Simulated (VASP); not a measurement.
**AlAs: single point with PBEsol**

The system is AlAs.

```
As Al
1.0
     0.00000    2.77262    2.77262
     2.77262    0.00000    2.77262
     2.77262    2.77262    0.00000
As Al
1 1
Direct
  0.75000 0.75000 0.75000
  0.00000 0.00000 0.00000
```

- Program: VASP 6.6.1
- Task: single point
- Functional: PBEsol
- Potentials or basis: VASP PAW PBE potentials, release 64 (As, Al)
- Cutoff: 500 eV
- k mesh: 12 × 12 × 12
- Occupations: gaussian, width 0.02 eV
- Spin: no spin polarisation
- Dipole correction: no
- Further INCAR settings: ALGO = Normal; EDIFF = 1e-06; NBANDS = 11

* Pressure: 6.2 GPa
* Band gap on the k mesh: 1.21 eV, indirect (least direct gap 2.47 eV)

Levels at points of the mesh, in eV from the valence-band top:
```tsv
k point	band 1	band 2	band 3	band 4	band 5	band 6	band 7	band 8	band 9
(0.00, 0.00, 0.00)	-12.25	0.00	0.00	0.00	2.47	4.37	4.37	4.37	9.06
(0.50, 0.00, 0.00)	-10.67	-5.89	-0.87	-0.87	2.32	4.67	4.67	7.69	11.59
(0.50, 0.50, 0.00)	-10.06	-5.67	-2.33	-2.33	1.21	2.22	10.76	10.76	12.37
```

It took 36 s on 1 thread of Intel(R) Xeon(R) Platinum 8488C (Sapphire Rapids) (shared host), peak memory 0.18 GiB.

Caveat: the PAW data sets were made with another functional, which shifts forces and pressure a little. PBEsol gaps usually lie below the measured ones, often by a third to a half.
